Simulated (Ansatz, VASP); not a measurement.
## Al6H: VASP beside Ansatz

INCAR

```
ALGO = Normal
DIPOL = 0.5 0.5 0.300
EDIFF = 1E-6
ENCUT = 520
GGA = PE
IDIPOL = 3
ISIF = 2
ISMEAR = 0
LASPH = True
LCHARG = False
LDIPOL = True
LREAL = False
LWAVE = False
NBANDS = 32
NELM = 80
PREC = Accurate
SIGMA = 0.1
```

File KPOINTS:

```
k-points
0
Gamma
  6 6 1
```

File POSCAR:

```
Al6H
1.0
    5.7143028096      0.0000000000      0.0000000000
   -2.8571514048      4.9487313980      0.0000000000
    0.0000000000      0.0000000000     22.6016424997
Al H
12 2
Direct
    0.3333333333      0.1666666667      0.1769782882
    0.3333333333      0.6666666667      0.1769782882
    0.8333333333      0.1666666667      0.1769782882
    0.8333333333      0.6666666667      0.1769782882
    0.1666666667      0.3333333333      0.2787817902
    0.1666666667      0.8333333333      0.2787817902
    0.6666666667      0.3333333333      0.2787817902
    0.6666666667      0.8333333333      0.2787817902
    0.0000000000      0.0000000000      0.3805759913
    0.0000000000      0.5000000000      0.3805759913
    0.5000000000      0.0000000000      0.3805759913
    0.5000000000      0.5000000000      0.3805759913
    0.2677085297      0.1666666667      0.4288025748
    0.3989581370      0.1666666667      0.4288025748
```

Input for Ansatz:

```yaml
crystal:
  lattice:
    - [5.7143028096, 0.0, 0.0]
    - [-2.8571514048, 4.948731398, 0.0]
    - [0.0, 0.0, 22.6016424997]
  atoms:
    - { symbol: Al, position: [0.3333333333, 0.1666666667, 0.1769782882] }
    - { symbol: Al, position: [0.3333333333, 0.6666666667, 0.1769782882] }
    - { symbol: Al, position: [0.8333333333, 0.1666666667, 0.1769782882] }
    - { symbol: Al, position: [0.8333333333, 0.6666666667, 0.1769782882] }
    - { symbol: Al, position: [0.1666666667, 0.3333333333, 0.2787817902] }
    - { symbol: Al, position: [0.1666666667, 0.8333333333, 0.2787817902] }
    - { symbol: Al, position: [0.6666666667, 0.3333333333, 0.2787817902] }
    - { symbol: Al, position: [0.6666666667, 0.8333333333, 0.2787817902] }
    - { symbol: Al, position: [0.0, 0.0, 0.3805759913] }
    - { symbol: Al, position: [0.0, 0.5, 0.3805759913] }
    - { symbol: Al, position: [0.5, 0.0, 0.3805759913] }
    - { symbol: Al, position: [0.5, 0.5, 0.3805759913] }
    - { symbol: H, position: [0.2677085297, 0.1666666667, 0.4288025748] }
    - { symbol: H, position: [0.398958137, 0.1666666667, 0.4288025748] }
basis:
  ecutwfc: 420
kpoints:
  mp_grid: { grid: [6, 6, 1] }
hamiltonian:
  xc: pbe
scf:
  occupations: { method: gaussian, width: 0.1 }
output:
  forces: true
  eigenvalues: true
efield:
  axis: 3
  dipole_correction: true
  ramp_width: 0.04
```

Alike in both runs: task single point; functional PBE; k mesh 6 × 6 × 1; occupations gaussian, width 0.1 eV; no spin polarisation.

|  | VASP | Ansatz |
| --- | --- | --- |
| version | VASP 6.6.1 | Ansatz 0.2.0 |
| potentials or method | VASP PAW PBE potentials, release 64 (Al, H), cutoff 520 eV | scalar-relativistic, plane waves, PAW |
| valence electrons in the cell | 38 | 38 |

```tsv
	VASP	Ansatz	Ansatz less VASP
gap on the k mesh at the Fermi level (eV)	none	none	-
rms of the force components (eV/Å)	0.914	0.914	-0.0003
```

Atom by atom the forces differ by 0.002 eV/Å (rms over components). A gap of «none» marks a metal or a gap that the smearing closes.
